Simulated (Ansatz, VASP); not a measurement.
**One calculation of CsPbCl3, two programs**

The input INCAR:

```
SYSTEM = CsPbCl3
ALGO = Normal ; EDIFF = 1E-6
ENCUT = 520 ; GGA = PE
ISIF = 2 ; ISMEAR = 0
LASPH = .TRUE. ; LCHARG = .TRUE.
LELF = .TRUE. ; LREAL = .FALSE.
LVHAR = .TRUE. ; LWAVE = .FALSE.
NBANDS = 30 ; NELM = 100
PREC = Accurate ; SIGMA = 0.05
```

File KPOINTS:

```
k-points
0
G
  6 6 6
  0 0 0
```

Contents of POSCAR:

```
CsPbCl3
1.0
    5.6890750000      0.0000000000      0.0000000000
    0.0000000000      5.5209250000      0.0000000000
    0.0000000000      0.0000000000      5.6050000000
Cs Pb Cl
1 1 3
Direct
    0.0000000000      0.0000000000      0.0000000000
    0.5000000000      0.5000000000      0.5000000000
    0.0000000000      0.5000000000      0.5000000000
    0.5000000000      0.0000000000      0.5000000000
    0.5000000000      0.5000000000      0.0000000000
```

Input for Ansatz:

```yaml
crystal:
  lattice:
    - [5.689075, 0.0, 0.0]
    - [0.0, 5.520925, 0.0]
    - [0.0, 0.0, 5.605]
  atoms:
    - { symbol: Cs, position: [0.0, 0.0, 0.0] }
    - { symbol: Pb, position: [0.5, 0.5, 0.5] }
    - { symbol: Cl, position: [0.0, 0.5, 0.5] }
    - { symbol: Cl, position: [0.5, 0.0, 0.5] }
    - { symbol: Cl, position: [0.5, 0.5, 0.0] }
basis:
  ecutwfc: 420
kpoints:
  mp_grid: { grid: [6, 6, 6] }
hamiltonian:
  xc: pbe
scf:
  occupations: { method: gaussian, width: 0.05 }
output:
  forces: true
  stress: true
  eigenvalues: true
```

Change from the starting cell: strain +0.0150 x Voigt [1, -1, 0, 0, 0, 0], atoms carried along.

Alike in both runs: task single point; functional PBE; k mesh 6 × 6 × 6; occupations gaussian, width 0.05 eV; no spin polarisation.

```csv
,VASP,Ansatz
version,VASP 6.6.1,Ansatz 0.2.0
potentials or method,"VASP PAW PBE potentials, release 64 (Cs_sv, Pb_d, Cl), cutoff 520 eV","scalar-relativistic, plane waves, PAW"
valence electrons in the cell,44,44
```

```tsv
	VASP	Ansatz	Ansatz less VASP
gap on the k mesh at the Fermi level (eV)	1.82	1.81	-0.009
least direct gap on the mesh (eV)	1.82	1.81	-0.009
pressure (GPa)	1.8	1.8	+0.05
traceless stress, the component that is largest in VASP (GPa)	0.86	0.86	0.000
```

Neither program's run includes spin-orbit coupling.
